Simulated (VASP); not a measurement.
# Sb (Im-3m) in VASP: a series of runs

Aim: see how the results for Sb move with the level of theory and the settings. Levels: RPBE+D3(BJ), r2SCAN, PBE0, PBEsol-based global hybrid. Tasks: relaxation of cell and atoms, single point.

All numbers are computed with VASP 6.6.1; they aren't measurements. Logs are shortened: lines on timing, memory, paths and dates and some standing lists are left out, and cuts for length are marked.

## 1. The cell of the first run

Symmetry: Im-3m, No. 229, cubic system. The conventional cell has a = 3.743 Å, b = 3.743 Å, c = 3.743 Å, α = 90.00°, β = 90.00°, γ = 90.00°. Sb (site symmetry m-3m) has 14 Sb at 3.24 to 3.74 Å within 4.3 Å.

## 2. Relaxation of cell and atoms, RPBE+D3(BJ)

File INCAR:

```
SYSTEM = Sb
PREC = Accurate
ENCUT = 600
EDIFF = 1E-6
ISMEAR = -1
SIGMA = 0.05
LREAL = .False.
LASPH = .True.
NELM = 60
ALGO = Normal
ISIF = 3
LWAVE = .False.
LCHARG = .False.
GGA = RP
IVDW = 12
IBRION = 2
NSW = 60
EDIFFG = -0.01
```

File KPOINTS:

```
Automatic mesh
0
Gamma
  10 10 10
  0 0 0
```

File POSCAR:

```
Sb
1.0
   -1.8713408863      1.8713408863      1.8713408863
    1.8713408863     -1.8713408863      1.8713408863
    1.8713408863      1.8713408863     -1.8713408863
Sb
1
Direct
    0.0000000000      0.0000000000      0.0000000000
```

Potentials or basis: VASP PAW PBE potentials, release 64 (Sb).

On the command line:

```
> cat potpaw_PBE.64/Sb/POTCAR > POTCAR
> mpirun -np 1 vasp_std > vasp.out
```

OUTCAR:

```text
SYSTEM = Sb
   PREC = Accurate
   ENCUT = 600
   EDIFF = 1E-6
   ISMEAR = -1
   LREAL = .False.
   LASPH = .True.
   NELM = 60
   ISIF = 3
   GGA = RP
   IVDW = 12
   IBRION = 2
   NSW = 60
   EDIFFG = -0.01
 IVDW          = 12

 ion  position               nearest neighbor table
   1  0.000  0.000  0.000-

  LATTYP: Found a body centered cubic cell.
 ALAT       =     3.7426817726

  Lattice vectors:

 A1 = (  -1.8713408863,   1.8713408863,   1.8713408863)
 A2 = (   1.8713408863,  -1.8713408863,   1.8713408863)
 A3 = (   1.8713408863,   1.8713408863,  -1.8713408863)

Analysis of symmetry for initial positions (statically):
=====================================================================
 Subroutine PRICEL returns:
 Original cell was already a primitive cell.

 Routine SETGRP: Setting up the symmetry group for a
 body centered cubic supercell.

 Subroutine GETGRP returns: Found 48 space group operations
 (whereof 48 operations were pure point group operations)
 out of a pool of 48 trial point group operations.

The static configuration has the point symmetry O_h .

Analysis of symmetry for dynamics (positions and initial velocities):
=====================================================================
 Subroutine PRICEL returns:
 Original cell was already a primitive cell.

 Routine SETGRP: Setting up the symmetry group for a
 body centered cubic supercell.

 Subroutine GETGRP returns: Found 48 space group operations
 (whereof 48 operations were pure point group operations)
 out of a pool of 48 trial point group operations.

The dynamic configuration has the point symmetry O_h .

 Subroutine INISYM returns: Found 48 space group operations
 (whereof 48 operations are pure point group operations),
 and found     1 'primitive' translations

----------------------------------------------------------------------------------------

                                     Primitive cell

  volume of cell :      26.2131

  direct lattice vectors                    reciprocal lattice vectors
    -1.871340886  1.871340886  1.871340886     0.000000000  0.267188092  0.267188092
     1.871340886 -1.871340886  1.871340886     0.267188092  0.000000000  0.267188092
     1.871340886  1.871340886 -1.871340886     0.267188092  0.267188092  0.000000000

  length of vectors
     3.241257493  3.241257493  3.241257493     0.377861023  0.377861023  0.377861023

  position of ions in fractional coordinates (direct lattice)
     0.000000000  0.000000000  0.000000000

  ion indices of the primitive-cell ions
   primitive index   ion index
                 1           1

----------------------------------------------------------------------------------------

 KPOINTS: Automatic mesh

Automatic generation of k-mesh.
 Grid dimensions read from file:
 generate k-points for:   10   10   10

 Generating k-lattice:

  Cartesian coordinates                     Fractional coordinates (reciprocal lattice)
     0.000000000  0.026718809  0.026718809     0.100000000  0.000000000  0.000000000
     0.026718809  0.000000000  0.026718809     0.000000000  0.100000000  0.000000000
     0.026718809  0.026718809  0.000000000     0.000000000  0.000000000  0.100000000

  Length of vectors
     0.037786102  0.037786102  0.037786102

  Shift w.r.t. Gamma in fractional coordinates (k-lattice)
     0.000000000  0.000000000  0.000000000

 Subroutine IBZKPT returns following result:
 ===========================================

 Found     47 irreducible k-points:

 Following reciprocal coordinates:
            Coordinates               Weight
  0.000000  0.000000  0.000000      1.000000
  0.100000  0.000000  0.000000     12.000000
  0.200000  0.000000  0.000000     12.000000
  0.300000  0.000000  0.000000     12.000000
  0.400000  0.000000  0.000000     12.000000
  0.500000  0.000000  0.000000      6.000000
[... 16 lines left out ...]
  0.300000  0.300000  0.100000      8.000000
 -0.300000  0.300000  0.100000     24.000000
 [... further k-points ...]
   k-points           NKPTS =     47   k-points in BZ     NKDIM =     47   number of bands    NBANDS=      6
   number of dos      NEDOS =    301   number of ions     NIONS =      1
   total plane-waves  NPLWV =  21952
   dimension x,y,z NGX =    28 NGY =   28 NGZ =   28
   dimension x,y,z NGXF=    56 NGYF=   56 NGZF=   56
   ions per type =               1
   NGX,Y,Z   is equivalent  to a cutoff of  14.36, 14.36, 14.36 a.u.
   NGXF,Y,Z  is equivalent  to a cutoff of  28.72, 28.72, 28.72 a.u.
 SYSTEM =  Sb
   PREC   = accura    normal or accurate (medium, high low for compatibility)
   ISTART =      0    job   : 0-new  1-cont  2-samecut
   ICHARG =      2    charge: 1-file 2-atom 10-const
   ISPIN  =      1    spin polarized calculation?
   LNONCOLLINEAR =      F non collinear calculations
   LSORBIT =      F    spin-orbit coupling
   LASPH  =      T    aspherical Exc in radial PAW
   ENCUT  =  600.0 eV  44.10 Ry    6.64 a.u.   6.47  6.47  6.47*2*pi/ulx,y,z
   NELM   =     60;   NELMIN=  2; NELMDL= -5     # of ELM steps
   EDIFF  = 0.1E-05   stopping-criterion for ELM
   LREAL  =      F    real-space projection
   EDIFFG = -.1E-01   stopping-criterion for IOM
   NSW    =     60    number of steps for IOM
   IBRION =      2    ionic relax: 0-MD 1-quasi-New 2-CG
   NFREE  =      1    steps in history (QN), initial steepest desc. (CG)
   ISIF   =      3    stress and relaxation
   ISYM   =      2    0-nonsym 1-usesym 2-fastsym
   POTIM  = 0.5000    time-step for ionic-motion
   TEBEG  =    0.0;   TEEND  =   0.0 temperature during run
   PSTRESS=    0.0 pullay stress
   NELECT =       5.0000    total number of electrons
   NUPDOWN=      -1.0000    fix difference up-down
   EMIN   =  10.00;   EMAX   =-10.00  energy-range for DOS
   EFERMI =   0.00;   METHOD = LEGACY
   ISMEAR =    -1;   SIGMA  =   0.05  broadening in eV -4-tet -1-fermi 0-gaus
   EFERMI_NEDOS =   21; number of points for ismear=-14 and -15
   IALGO  =     38    algorithm
   IMIX   =      4    mixing-type and parameters
     AMIX     =   0.40;   BMIX     =  1.00
     AMIX_MAG =   1.60;   BMIX_MAG =  1.00
  volume/ion in A,a.u.               =      26.21       176.89
  Fermi-wavevector in a.u.,A,eV,Ry     =   0.942378  1.780837 12.083018  0.888077
  Thomas-Fermi vector in A             =   2.069982
   LORBIT       =      0    0 simple, 1 ext, 2 COOP (PROOUT), +10 PAW based schemes
   GGA     = RP    functional components
   LHFCALC =     F    Hartree Fock is set to
   AEXX    =    0.0000 exact exchange contribution
   IVDW    =    12    specifies the selected vdW correction
   LEPSILON=     F    determine dielectric tensor
   LRPA    =     F    only Hartree local field effects (RPA)
 conjugate gradient relaxation of ions
 non-spin polarized calculation
  energy-cutoff  :      600.00
  volume of cell :       26.21
 maximum number of plane-waves:       909
 NGX is ok and might be reduce to    28
   NGX = 13   NGY = 13   NGZ = 13

--------------------------------------- Ionic step        1  -------------------------------------------

 number of electron       5.0000000 magnetization

 Free energy of the ion-electron system (eV)
  ---------------------------------------------------
  ext. energy  EPLUGINS =         0.00000000
  ---------------------------------------------------
  free energy    TOTEN  =        -3.49491013 eV

  energy without entropy =       -3.48583594  energy(sigma->0) =       -3.49037304

 E-fermi :   8.9014     XC(G=0): -10.3072

 val. band max:        8.8777988612   @ k =  -0.3000   0.4000   0.1000
 cond. band min:       8.9023410574   @ k =   0.3000   0.1000   0.1000
 fundamental gap:      0.0245421963
 Fermi energy:         8.9013563567

 k-point     1 :       0.0000    0.0000    0.0000
  band No.  band energies     occupation
      1      -4.1355      2.00000
      2      14.6473      0.00000
      3      14.6473      0.00000
      4      14.6473      0.00000
      5      19.5170      0.00000
      6      19.5170      0.00000

 k-point     2 :       0.1000    0.0000    0.0000
  band No.  band energies     occupation
      1      -3.9204      2.00000
      2      13.0712      0.00000
      3      13.9637      0.00000
      4      14.4544      0.00000
      5      18.3857      0.00000
      6      18.4566      0.00000
[... 341 lines left out ...]
 POSITION                                       TOTAL-FORCE (eV/Angst)
 -----------------------------------------------------------------------------------
      3.41525      0.00000      0.00000         0.000000      0.000000     -0.000000
 -----------------------------------------------------------------------------------
    total drift:                               -0.000000      0.000000     -0.000000

  FREE ENERGIE OF THE ION-ELECTRON SYSTEM (eV)
  ---------------------------------------------------
  free  energy   TOTEN  =        -6.6060857305 eV

  energy  without entropy=       -6.5962454293  energy(sigma->0) =       -6.60116558

--------------------------------------- Ionic step        5  -------------------------------------------

 number of electron       5.0000000 magnetization

 Free energy of the ion-electron system (eV)
  ---------------------------------------------------
  ext. energy  EPLUGINS =         0.00000000
  ---------------------------------------------------
  free energy    TOTEN  =        -2.73531181 eV

  energy without entropy =       -2.72534541  energy(sigma->0) =       -2.73032861

 E-fermi :  13.2721     XC(G=0): -11.6119

 val. band max:       13.2688751267   @ k =   0.2000   0.1000   0.0000
 cond. band min:      13.2979010881   @ k =  -0.2000   0.3000   0.1000
 fundamental gap:      0.0290259614
 Fermi energy:        13.2721224819

 k-point     1 :       0.0000    0.0000    0.0000
  band No.  band energies     occupation
      1      -2.5093      2.00000
      2      21.6219      0.00000
      3      21.6219      0.00000
      4      21.6219      0.00000
      5      24.9730      0.00000
      6      24.9730      0.00000

 k-point     2 :       0.1000    0.0000    0.0000
  band No.  band energies     occupation
      1      -2.2333      2.00000
      2      19.2431      0.00000
      3      20.4116      0.00000
      4      21.1316      0.00000
      5      23.3369      0.00000
      6      23.3424      0.00000
[... 224 lines left out ...]
 POSITION                                       TOTAL-FORCE (eV/Angst)
 -----------------------------------------------------------------------------------
     -0.00000      0.00000      0.00000         0.000000      0.000000      0.000000
 -----------------------------------------------------------------------------------
    total drift:                                0.000000      0.000000      0.000000

  FREE ENERGIE OF THE ION-ELECTRON SYSTEM (eV)
  ---------------------------------------------------
  free  energy   TOTEN  =        -6.6064803507 eV

  energy  without entropy=       -6.5965139537  energy(sigma->0) =       -6.60149715

 reached required accuracy - stopping structural energy minimisation
```

Wall time 50 s (1 thread of Intel Xeon 8259CL, shared host); peak memory 0.18 GiB.

What came out:

```
Free energy                            : -6.6065 eV
Relaxed volume                         : 19.78 Å³/atom
Relaxed cell                           : a = 2.951 Å, b = 2.951 Å, c = 2.951 Å, α = 109.47°, β = 109.47°, γ = 109.47°
Space group after relaxing (to 0.05 Å) : Im-3m (No. 229)
Energy gained by relaxing              : 558.0 meV/atom
Ionic steps                            : 5
Pressure after relaxing                : 0.0 GPa
Dispersion energy per atom             : -3.871 eV
```

Step by step:
| step | energy change (eV) | largest force (eV/Å) | pressure (GPa) | volume (Å³) |
| --- | --- | --- | --- | --- |
| 1 | 0.0000 | 0.0000 | -21.11 | 26.21 |
| 2 | 0.3071 | 0.0000 | 78.04 | 15.17 |
| 3 | -0.5553 | 0.0000 | -2.40 | 20.13 |
| 4 | -0.5576 | 0.0000 | -0.95 | 19.92 |
| 5 | -0.5580 | 0.0000 | 0.02 | 19.78 |

Final structure:
```
Sb
1.0
    -1.70381    1.70381    1.70381
     1.70381   -1.70381    1.70381
     1.70381    1.70381   -1.70381
Sb
1
Direct
  0.00000 0.00000 0.00000
```

Caveat: the volume moved by over 15 % at a fixed basis, so the end points are rough; the PAW data sets were made with another functional, which shifts forces and pressure a little; spin-orbit coupling is left out, which moves the levels of the heavy elements; pairwise dispersion overbinds metals, which lowers pressure and volume.

## 3. Single point, r2SCAN, non-collinear spin, zero start, spin-orbit coupling

POSCAR is that of step 2.

File INCAR.step1:

```
PREC = Accurate
ENCUT = 520
ISMEAR = -1
SIGMA = 0.05
LREAL = False
LASPH = True
NELM = 150
MAGMOM = 0 0 0
LSORBIT = True
GGA_COMPAT = False
NBANDS = 16
GGA = PE
ALGO = Normal
EDIFF = 1E-4
LWAVE = True
LCHARG = False
```

File INCAR.step2:

```
PREC = Accurate
ENCUT = 520
EDIFF = 1E-7
ISMEAR = -1
SIGMA = 0.05
LREAL = False
LASPH = True
NELM = 150
ALGO = Normal
ISIF = 2
LWAVE = False
LCHARG = False
MAGMOM = 0 0 0
LORBIT = 11
LSORBIT = True
GGA_COMPAT = False
LORBMOM = True
METAGGA = R2SCAN
LMIXTAU = True
NBANDS = 16
ISTART = 1
```

File KPOINTS:

```
regular mesh
0
Gamma
  7 7 7
```

Potentials or basis: VASP PAW PBE potentials, release 64 (Sb).

On the command line:

```
> cat potpaw_PBE.64/Sb/POTCAR > POTCAR
> cp INCAR.step1 INCAR
> mpirun -np 1 vasp_ncl > vasp.out
> cp INCAR.step2 INCAR
> mpirun -np 1 vasp_ncl > vasp.out
```

OUTCAR:

```text
PREC = Accurate
   ENCUT = 520
   EDIFF = 1E-7
   ISMEAR = -1
   LREAL = False
   LASPH = True
   NELM = 150
   ISIF = 2
   LORBIT = 11
   LSORBIT = True
   METAGGA = R2SCAN
   ISTART = 1

 ion  position               nearest neighbor table
   1  0.000  0.000  0.000-

  LATTYP: Found a body centered cubic cell.
 ALAT       =     3.7426817726

  Lattice vectors:

 A1 = (  -1.8713408863,   1.8713408863,   1.8713408863)
 A2 = (   1.8713408863,  -1.8713408863,   1.8713408863)
 A3 = (   1.8713408863,   1.8713408863,  -1.8713408863)

Analysis of symmetry for initial positions (statically):
=====================================================================
 Subroutine PRICEL returns:
 Original cell was already a primitive cell.

 Routine SETGRP: Setting up the symmetry group for a
 body centered cubic supercell.

 Subroutine GETGRP returns: Found 48 space group operations
 (whereof 48 operations were pure point group operations)
 out of a pool of 48 trial point group operations.

The static configuration has the point symmetry O_h .

Analysis of symmetry for dynamics (positions and initial velocities):
=====================================================================
 Subroutine PRICEL returns:
 Original cell was already a primitive cell.

 Routine SETGRP: Setting up the symmetry group for a
[... 580 lines left out ...]

  energy  without entropy=      -25.3112848621  energy(sigma->0) =      -25.31749404

 orbital moment (x)

 # of ion     p       d       tot
 ----------------------------------------
  1         0.000   0.000   0.000
 ----------------------------------------
            0.000   0.000   0.000

 orbital moment (y)

 # of ion     p       d       tot
 ----------------------------------------
  1         0.000  -0.000  -0.000
 ----------------------------------------
            0.000  -0.000  -0.000

 orbital moment (z)

 # of ion     p       d       tot
 ----------------------------------------
  1         0.000   0.000   0.000
 ----------------------------------------
            0.000   0.000   0.000

 Spin-Orbit-Coupling matrix elements

 Ion:    1  E_soc:     -0.1275774
 l=   1
     0.0000000    -0.0210205    -0.0210205
    -0.0210205     0.0000000    -0.0210205
    -0.0210205    -0.0210205     0.0000000
 l=   2
     0.0000000    -0.0000831     0.0000000    -0.0000831    -0.0001593
    -0.0000831     0.0000000    -0.0001195    -0.0000831    -0.0000398
     0.0000000    -0.0001195     0.0000000    -0.0001195     0.0000000
    -0.0000831    -0.0000831    -0.0001195     0.0000000    -0.0000398
    -0.0001593    -0.0000398     0.0000000    -0.0000398     0.0000000
 l=   3
     0.0000000     0.0000000     0.0000000     0.0000000     0.0000000     0.0000000     0.0000000
     0.0000000     0.0000000     0.0000000     0.0000000     0.0000000     0.0000000     0.0000000
     0.0000000     0.0000000     0.0000000     0.0000000     0.0000000     0.0000000     0.0000000
     0.0000000     0.0000000     0.0000000     0.0000000     0.0000000     0.0000000     0.0000000
     0.0000000     0.0000000     0.0000000     0.0000000     0.0000000     0.0000000     0.0000000
     0.0000000     0.0000000     0.0000000     0.0000000     0.0000000     0.0000000     0.0000000
     0.0000000     0.0000000     0.0000000     0.0000000     0.0000000     0.0000000     0.0000000

 total charge

# of ion       s       p       d       tot
------------------------------------------
    1        1.218   1.075   0.044   2.337

 magnetization (x)

# of ion       s       p       d       tot
------------------------------------------
    1       -0.000  -0.000   0.000  -0.000

 magnetization (y)

# of ion       s       p       d       tot
------------------------------------------
    1       -0.000   0.000  -0.000   0.000

 magnetization (z)

# of ion       s       p       d       tot
------------------------------------------
    1       -0.000  -0.000   0.000  -0.000
```

OSZICAR.step1:

```text
N       E                     dE             d eps       ncg     rms          rms(c)
DAV:   1     0.126086560079E+02    0.12609E+02   -0.16592E+03   640   0.482E+02
DAV:   2    -0.327273159078E+01   -0.15881E+02   -0.15107E+02   856   0.898E+01
DAV:   3    -0.388978298581E+01   -0.61705E+00   -0.61160E+00   816   0.167E+01
DAV:   4    -0.389389483904E+01   -0.41119E-02   -0.41113E-02   808   0.170E+00
DAV:   5    -0.389393691882E+01   -0.42080E-04   -0.42080E-04   792   0.175E-01    0.215E+00
DAV:   6    -0.389200121044E+01    0.19357E-02   -0.12259E-03   776   0.211E-01    0.126E+00
DAV:   7    -0.389117197701E+01    0.82923E-03   -0.92028E-04   736   0.183E-01    0.731E-01
DAV:   8    -0.389105473850E+01    0.11724E-03   -0.47681E-04   768   0.132E-01    0.374E-02
DAV:   9    -0.389106421145E+01   -0.94730E-05   -0.18681E-05   536   0.321E-02
   1 F= -.38910642E+01 E0= -.38845578E+01  d E =-.130129E-01  mag=     0.0000    -0.0000     0.0000
```

Run time: 1.9 min. Hardware: 1 thread of Intel Xeon 8259CL, shared host; peak memory 0.22 GiB.

What came out:

- Free energy: -25.3237 eV
- Pressure: 1.7 GPa
- Net moment: 0.00 μB per cell
- Valence electrons inside the program's atomic spheres: Sb 2.34

Moments on the atoms (μB; x, y, z):
```
Sb  0.00 0.00 0.00
```

Caveat: the PAW data sets were made with another functional, which shifts forces and pressure a little.

[end of part 1 of 2]
